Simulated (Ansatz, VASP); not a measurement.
**Mg4Au in VASP and in Ansatz**

```
CELL_PARAMETERS angstrom
5.16479 -0.00215 0.07188
-0.00215 5.12408 -0.03815
0.14376 -0.07630 9.98261
ATOMIC_POSITIONS crystal
Mg 0.49250 0.00016 0.50092
Mg 0.49634 0.99288 0.99553
Mg 0.99641 0.48779 0.49975
Mg 0.01753 0.50037 0.99585
Mg 0.99212 0.99144 0.25126
Mg 0.00294 0.00807 0.74746
Mg 0.50538 0.52052 0.25507
Mg 0.49592 0.49015 0.75090
Au 0.00357 0.00004 0.00398
Au 0.99729 0.00859 0.49929
```

Change from the starting cell: cell x2, atoms moved at random (sigma 0.05 Å) and cell strained at random (1.5 %), then relaxed without symmetry.

Alike in both runs: task relaxation of cell and atoms; functional PBE; k mesh 4 × 4 × 2; occupations gaussian, width 0.2 eV; no spin polarisation.

```csv
,VASP,Ansatz
version,VASP 6.6.1,Ansatz 0.2.0
potentials or method,"VASP PAW PBE potentials, release 64 (Mg, Au), cutoff 600 eV","scalar-relativistic, plane waves, PAW"
valence electrons in the cell,38,118
```

Ansatz gave:

* gap on the k mesh at the Fermi level, each at its own relaxed structure (eV): none
* relaxed volume (Å³/atom): 22.74
* relaxed cell length with the largest relative difference (Å): 11.707

Problem. What did VASP give for the same quantities?

Solution. gap on the k mesh at the Fermi level, each at its own relaxed structure (eV): none; relaxed volume (Å³/atom): 26.75; relaxed cell length with the largest relative difference (Å): 10.226.

A gap of «none» marks a metal or a gap that the smearing closes. VASP's potentials hold 38 valence electrons a cell and Ansatz's 118, so a difference there can come from the potentials and not from the codes.

Neither program's run includes spin-orbit coupling.
